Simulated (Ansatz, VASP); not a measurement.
# BaTiO3: VASP beside Ansatz

```xyz
5
Lattice="3.9998 0.0000 0.0000 0.0000 3.9998 0.0000 0.0000 0.0000 4.0180" Properties=species:S:1:pos:R:3 pbc="T T T"
Ba    3.9821    3.9624    0.0141
Ti    2.0100    1.9676    1.8835
O     1.9168    2.0572    0.0257
O     2.0108    0.0132    2.0467
O     0.0798    1.9992    2.1695
```

Alike in both runs: task relaxation of cell and atoms; functional PBEsol; dispersion D3(BJ); k mesh 7 × 7 × 7; occupations fermi-dirac, width 0.05 eV; no spin polarisation.

|  | VASP | Ansatz |
| --- | --- | --- |
| version | VASP 6.6.1 | Ansatz 0.2.0 |
| potentials or method | VASP PAW PBE potentials, release 64 (Ba_sv, Ti_sv, O) | Ansatz PAW |
| plane-wave cutoff (eV) | 600 | 420 |
| valence electrons in the cell | 40 | 40 |

|  | VASP | Ansatz | Ansatz less VASP |
| --- | --- | --- | --- |
| gap on the k mesh at the Fermi level, each at its own relaxed structure (eV) | 2.13 | 2.21 | +0.075 |
| relaxed volume (Å³/atom) | 12.49 | 12.35 | -0.141 |
| relaxed cell length with the largest relative difference (Å) | 3.973 | 3.953 | -0.0198 |

VASP's potentials were made for PBE, not for PBEsol.

Spin-orbit coupling is off throughout. Noted on Ansatz's run: odd divisions of the mesh miss points on the zone boundary, where band edges often lie, so the gap on the mesh can be too wide; the plane-wave basis is chosen anew once the cell has moved, so the energies of steps on either side of that aren't comparable.
